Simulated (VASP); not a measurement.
# WAu in VASP: a series of runs, part 2 of 2

VASP 6.6.1.

## (3) Single point, PBE

This run uses another cell than the first one: it holds 2 atoms, not 4.

INCAR reads:

```
SYSTEM = WAu
  PREC = Accurate
  ENCUT = 520
  EDIFF = 1E-6
  ISMEAR = 0
  SIGMA = 0.1
  LREAL = .False.
  LASPH = .True.
  NELM = 100
  ALGO = Fast
  ISIF = 2
  LWAVE = .False.
  LCHARG = .True.
  GGA = PE
  LELF = .True.
  LVHAR = .True.
  NBANDS = 20
```

KPOINTS reads:

```
Automatic mesh
0
Gamma
  20 20 14
  0 0 0
```

POSCAR reads:

```
WAu
1.0
    2.7711259797      0.0000000000      0.0000000000
    0.0000000000      2.7711259797      0.0000000000
    0.0000000000      0.0000000000      4.3287631764
W Au
1 1
Direct
    0.5000000000      0.5000000000      0.5000000000
    0.0000000000      0.0000000000      0.0000000000
```

Potentials or basis: VASP PAW PBE potentials, release 64 (W_sv, Au).

On the command line:

```
$ cat potpaw_PBE.64/W_sv/POTCAR potpaw_PBE.64/Au/POTCAR > POTCAR
$ mpirun -np 1 vasp_std > vasp.out
```

OUTCAR:

```text
SYSTEM = WAu
   PREC = Accurate
   ENCUT = 520
   EDIFF = 1E-6
   ISMEAR = 0
   LREAL = .False.
   LASPH = .True.
   NELM = 100
   ISIF = 2
   GGA = PE

 ion  position               nearest neighbor table
   1  0.500  0.500  0.500-   2 2.92   2 2.92   2 2.92   2 2.92   2 2.92   2 2.92   2 2.92   2 2.92

   2  0.000  0.000  0.000-   1 2.92   1 2.92   1 2.92   1 2.92   1 2.92   1 2.92   1 2.92   1 2.92

  LATTYP: Found a simple tetragonal cell.
 ALAT       =     2.7711259797
 C/A-ratio  =     1.5620954111

  Lattice vectors:

 A1 = (   2.7711259797,   0.0000000000,   0.0000000000)
 A2 = (   0.0000000000,   2.7711259797,   0.0000000000)
 A3 = (   0.0000000000,   0.0000000000,   4.3287631764)

Analysis of symmetry for initial positions (statically):
=====================================================================
 Subroutine PRICEL returns:
 Original cell was already a primitive cell.

 Routine SETGRP: Setting up the symmetry group for a
 simple tetragonal supercell.

 Subroutine GETGRP returns: Found 16 space group operations
 (whereof 16 operations were pure point group operations)
 out of a pool of 16 trial point group operations.

The static configuration has the point symmetry D_4h.

Analysis of symmetry for dynamics (positions and initial velocities):
=====================================================================
 Subroutine PRICEL returns:
 Original cell was already a primitive cell.

 Routine SETGRP: Setting up the symmetry group for a
 simple tetragonal supercell.

 Subroutine GETGRP returns: Found 16 space group operations
 (whereof 16 operations were pure point group operations)
 out of a pool of 16 trial point group operations.

The dynamic configuration has the point symmetry D_4h.

 Subroutine INISYM returns: Found 16 space group operations
 (whereof 16 operations are pure point group operations),
 and found     1 'primitive' translations

----------------------------------------------------------------------------------------

                                     Primitive cell

  volume of cell :      33.2412

  direct lattice vectors                    reciprocal lattice vectors
     2.771125980  0.000000000  0.000000000     0.360864142  0.000000000  0.000000000
     0.000000000  2.771125980  0.000000000     0.000000000  0.360864142  0.000000000
     0.000000000  0.000000000  4.328763176     0.000000000  0.000000000  0.231012869

  length of vectors
     2.771125980  2.771125980  4.328763176     0.360864142  0.360864142  0.231012869

  position of ions in fractional coordinates (direct lattice)
     0.500000000  0.500000000  0.500000000
     0.000000000  0.000000000  0.000000000

  ion indices of the primitive-cell ions
   primitive index   ion index
                 1           1
                 2           2

----------------------------------------------------------------------------------------

 KPOINTS: Automatic mesh

Automatic generation of k-mesh.
 Grid dimensions read from file:
 generate k-points for:   20   20   14

 Generating k-lattice:

  Cartesian coordinates                     Fractional coordinates (reciprocal lattice)
     0.018043207  0.000000000  0.000000000     0.050000000  0.000000000  0.000000000
     0.000000000  0.018043207  0.000000000     0.000000000  0.050000000  0.000000000
     0.000000000  0.000000000  0.016500919     0.000000000  0.000000000  0.071428571

  Length of vectors
     0.018043207  0.018043207  0.016500919

  Shift w.r.t. Gamma in fractional coordinates (k-lattice)
     0.000000000  0.000000000  0.000000000

 Subroutine IBZKPT returns following result:
 ===========================================

 Found    528 irreducible k-points:

 Following reciprocal coordinates:
            Coordinates               Weight
  0.000000  0.000000  0.000000      1.000000
  0.050000  0.000000  0.000000      4.000000
  0.100000  0.000000  0.000000      4.000000
  0.150000  0.000000  0.000000      4.000000
  0.200000  0.000000  0.000000      4.000000
  0.250000  0.000000  0.000000      4.000000
[... 16 lines left out ...]
  0.150000  0.100000  0.000000      8.000000
  0.200000  0.100000  0.000000      8.000000
 [... further k-points ...]
   k-points           NKPTS =    528   k-points in BZ     NKDIM =    528   number of bands    NBANDS=     20
   number of dos      NEDOS =    301   number of ions     NIONS =      2
   total plane-waves  NPLWV =  18432
   dimension x,y,z NGX =    24 NGY =   24 NGZ =   32
   dimension x,y,z NGXF=    48 NGYF=   48 NGZF=   64
   ions per type =               1   1
   NGX,Y,Z   is equivalent  to a cutoff of  14.40, 14.40, 12.29 a.u.
   NGXF,Y,Z  is equivalent  to a cutoff of  28.80, 28.80, 24.58 a.u.
 SYSTEM =  WAu
   PREC   = accura    normal or accurate (medium, high low for compatibility)
   ISTART =      0    job   : 0-new  1-cont  2-samecut
   ICHARG =      2    charge: 1-file 2-atom 10-const
   ISPIN  =      1    spin polarized calculation?
   LNONCOLLINEAR =      F non collinear calculations
   LSORBIT =      F    spin-orbit coupling
   LASPH  =      T    aspherical Exc in radial PAW
   ENCUT  =  520.0 eV  38.22 Ry    6.18 a.u.   5.15  5.15  8.05*2*pi/ulx,y,z
   NELM   =    100;   NELMIN=  2; NELMDL= -5     # of ELM steps
   EDIFF  = 0.1E-05   stopping-criterion for ELM
   LREAL  =      F    real-space projection
   EDIFFG = 0.1E-04   stopping-criterion for IOM
   NSW    =      0    number of steps for IOM
   IBRION =     -1    ionic relax: 0-MD 1-quasi-New 2-CG
   NFREE  =      0    steps in history (QN), initial steepest desc. (CG)
   ISIF   =      2    stress and relaxation
   ISYM   =      2    0-nonsym 1-usesym 2-fastsym
   POTIM  = 0.5000    time-step for ionic-motion
   TEBEG  =    0.0;   TEEND  =   0.0 temperature during run
   PSTRESS=    0.0 pullay stress
   NELECT =      25.0000    total number of electrons
   NUPDOWN=      -1.0000    fix difference up-down
   EMIN   =  10.00;   EMAX   =-10.00  energy-range for DOS
   EFERMI =   0.00;   METHOD = LEGACY
   ISMEAR =     0;   SIGMA  =   0.10  broadening in eV -4-tet -1-fermi 0-gaus
   EFERMI_NEDOS =   21; number of points for ismear=-14 and -15
   IALGO  =     68    algorithm
   IMIX   =      4    mixing-type and parameters
     AMIX     =   0.40;   BMIX     =  1.00
     AMIX_MAG =   1.60;   BMIX_MAG =  1.00
  volume/ion in A,a.u.               =      16.62       112.16
  Fermi-wavevector in a.u.,A,eV,Ry     =   1.488776  2.813379 30.156690  2.216454
  Thomas-Fermi vector in A             =   2.601768
   LORBIT       =      0    0 simple, 1 ext, 2 COOP (PROOUT), +10 PAW based schemes
   GGA     = PE    functional components
   LHFCALC =     F    Hartree Fock is set to
   AEXX    =    0.0000 exact exchange contribution
   IVDW    =     0    specifies the selected vdW correction
   LEPSILON=     F    determine dielectric tensor
   LRPA    =     F    only Hartree local field effects (RPA)
 non-spin polarized calculation
 RMM-DIIS sequential band-by-band and
 Gauss-broadening in eV      SIGMA  =   0.10
  energy-cutoff  :      520.00
  volume of cell :       33.24
 maximum number of plane-waves:       916
 NGX is ok and might be reduce to    24

 number of electron      24.9999998 magnetization

 Free energy of the ion-electron system (eV)
  ---------------------------------------------------
  ext. energy  EPLUGINS =         0.00000000
  ---------------------------------------------------
  free energy    TOTEN  =       -15.25905029 eV

  energy without entropy =      -15.24691090  energy(sigma->0) =      -15.25298059

 E-fermi :  10.5930     XC(G=0): -13.1463

 val. band max:       10.5929718720   @ k =   0.4500   0.2500   0.2857
 cond. band min:      10.5933660766   @ k =   0.2000   0.2000   0.2857
 fundamental gap:      0.0003942046
 Fermi energy:        10.5930441090

 k-point     1 :       0.0000    0.0000    0.0000
  band No.  band energies     occupation
      1     -63.7383      2.00000
      2     -28.0340      2.00000
      3     -27.4773      2.00000
      4     -27.4773      2.00000
      5       0.4811      2.00000
      6       3.2783      2.00000
[... 12 lines left out ...]
     19      21.9653      0.00000
     20      23.8583      0.00000
[... 507 lines left out ...]
 k-point    24 :       0.2000    0.1000    0.0000
  band No.  band energies     occupation
      1     -63.7162      2.00000
      2     -27.9974      2.00000
      3     -27.7519      2.00000
      4     -27.5312      2.00000
      5       1.7777      2.00000
      6       3.9506      2.00000
[... 12 lines left out ...]
     19      23.2043      0.00000
     20      26.1610      0.00000

 [... further k-points ...]

------------------------ aborting loop because EDIFF is reached ----------------------------------------

  FORCE on cell =-STRESS in cart. coord.  units (eV):
  Direction    XX          YY          ZZ          XY          YZ          ZX
  --------------------------------------------------------------------------------------
  -------------------------------------------------------------------------------------
  Total        0.0099988      0.0099988     -0.0055772      0.0000000      0.0000000      0.0000000
  in kB        0.4819285      0.4819285     -0.2688117      0.0000000      0.0000000      0.0000000
  external PRESSURE =       0.2316818 kB  Pullay stress =       0.0000000 kB

 VOLUME and BASIS-vectors are now :
 -----------------------------------------------------------------------------
  energy-cutoff  :      520.00
  volume of cell :       33.24
      direct lattice vectors                 reciprocal lattice vectors
     2.771125980  0.000000000  0.000000000     0.360864142  0.000000000  0.000000000
     0.000000000  2.771125980  0.000000000     0.000000000  0.360864142  0.000000000
     0.000000000  0.000000000  4.328763176     0.000000000  0.000000000  0.231012869

 POSITION                                       TOTAL-FORCE (eV/Angst)
 -----------------------------------------------------------------------------------
      1.38556      1.38556      2.16438         0.000000      0.000000      0.000000
      0.00000      0.00000      0.00000         0.000000      0.000000      0.000000
 -----------------------------------------------------------------------------------
    total drift:                                0.000000      0.000000     -0.000000

  FREE ENERGIE OF THE ION-ELECTRON SYSTEM (eV)
  ---------------------------------------------------
  free  energy   TOTEN  =       -15.2590502916 eV

  energy  without entropy=      -15.2469108952  energy(sigma->0) =      -15.25298059
```

stdout:

```text
POSCAR found type information on POSCAR W Au
 POSCAR found :  2 types and       2 ions
 scaLAPACK will be used
 LDA part: xc-table for (Slater+PW92), standard interpolation
 POSCAR, INCAR and KPOINTS ok, starting setup
 FFT: planning ... GRIDC
 FFT: planning ... GRID_SOFT
 FFT: planning ... GRID
 WAVECAR not read
 entering main loop
WARNING in EDDRMM: call to ZHEGV failed, returncode =   6  3     20
```

Wall time 7 min (1 thread of Intel Xeon 8259CL, shared host); peak memory 0.44 GiB.

Results:

```yaml
Free_energy: -15.2591 eV
Pressure: 0.0 GPa
Band_gap_on_the_k_mesh: zero (an odd number of electrons rules out a gap without spin polarisation)
```

Stress tensor (GPa, compression positive):
```
 0.05  0.00  0.00
 0.00  0.05  0.00
 0.00  0.00 -0.03
```

Levels at points of the mesh, in eV from the Fermi level:
```
           k point  band 10  band 11  band 12  band 13  band 14  band 15  band 16  band 17
(0.00, 0.00, 0.00)    -3.06    -3.04    -1.88     0.19     2.66     2.66     3.82     7.56
(0.50, 0.00, 0.00)    -3.77    -3.38    -2.45    -0.01     0.68     2.20     6.22     7.78
(0.50, 0.50, 0.00)    -1.27     0.99     0.99     1.91     1.91     2.16     5.93     7.67
(0.00, 0.00, 0.50)    -4.01    -3.50    -3.02    -1.47     1.42     1.42     3.73    14.10
(0.50, 0.00, 0.50)    -2.52    -1.16    -1.11    -0.37     1.40     2.30     2.74     5.56
(0.50, 0.50, 0.50)    -2.83    -2.83    -1.83     0.67     5.00     5.93     7.79     7.79
```

Caveat: spin-orbit coupling is left out, which moves the levels of the heavy elements.

The gap in the log of VASP goes by the Fermi energy; the results here count the filled bands.